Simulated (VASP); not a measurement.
## Sn: single point with LDA

Sn:

```xyz
2
Lattice="-2.9158 2.9158 1.5906 2.9158 -2.9158 1.5906 2.9158 2.9158 -1.5906" Properties=species:S:1:pos:R:3 pbc="T T T"
Sn    0.0000    0.0000    0.0000
Sn    0.0000    2.9158    0.7953
```

- Program: VASP 6.6.1
- Task: single point
- Functional: LDA
- Potentials or basis: VASP PAW LDA potentials, release 64 (Sn_d)
- Cutoff: 520 eV
- k mesh: 15 × 15 × 15
- Occupations: fermi-dirac, width 0.05 eV
- Spin: no spin polarisation

* Pressure: -1.8 GPa
* Band gap on the k mesh: zero (bands 14 and 15 overlap by 4.27 eV)

Stress tensor (GPa, compression positive):
```
-1.50  0.00  0.00
 0.00 -1.50  0.00
 0.00  0.00 -2.45
```

Levels at points of the mesh, in eV from the Fermi level:
| k point | band 11 | band 12 | band 13 | band 14 | band 15 | band 16 | band 17 | band 18 |
| --- | --- | --- | --- | --- | --- | --- | --- | --- |
| (0.00, 0.00, 0.00) | -11.16 | -3.70 | -1.96 | -1.96 | 3.09 | 6.20 | 6.20 | 6.78 |

Wall time 6.1 min on 1 thread of Oxide Virtual Turin-like Processor (shared host), peak memory 0.33 GiB.

Caveat: spin-orbit coupling is left out, which moves the levels of the heavy elements.
